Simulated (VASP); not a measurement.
Runs of VASP 6.6.1 on Sb. The structure is that of space group R-3m (No. 166), or close to it. The cells are those of the table. 

```csv
task,level,potentials or basis,cell,cutoff (eV),gap on the mesh (eV),pressure (GPa),relaxed volume (Å³/atom),largest force (eV/Å)
single point,LDA,"VASP PAW LDA potentials, release 64 (Sb)","a = 4.425 Å, angles 58.1°, 2 atoms",520,0.04,(c),-,0.07
relaxation of cell and atoms,PBEsol,"VASP PAW PBE potentials, release 64 (Sb)","relaxed from a = 4.507 Å, angles 57.1°, 2 atoms",600,(a),0.0,29.90,0.01
single point,PBEsol,"VASP PAW PBE potentials, release 64 (Sb)","a = 4.460 Å, angles 57.9°, 2 atoms",520,0.06,0.2,-,0.05
relaxation of cell and atoms,LDA,"VASP PAW LDA potentials, release 64 (Sb)","relaxed from a = 4.507 Å, angles 57.1°, 2 atoms",600,0.03,0.0,(b),-
```

Alike in all rows: no spin polarisation; k mesh 9 × 9 × 9; smearing fermi-dirac 0.05 eV.

**Question.** Fill in the values left out.

**Answer.** (a) 0.05; (b) 29.29; (c) 0.3.

Caveats: spin-orbit coupling is left out, which moves the levels of the heavy elements; the PAW data sets were made with another functional, which shifts forces and pressure a little (some runs).

A k mesh can miss the band edges, and the runs leave out spin-orbit coupling on Sb.
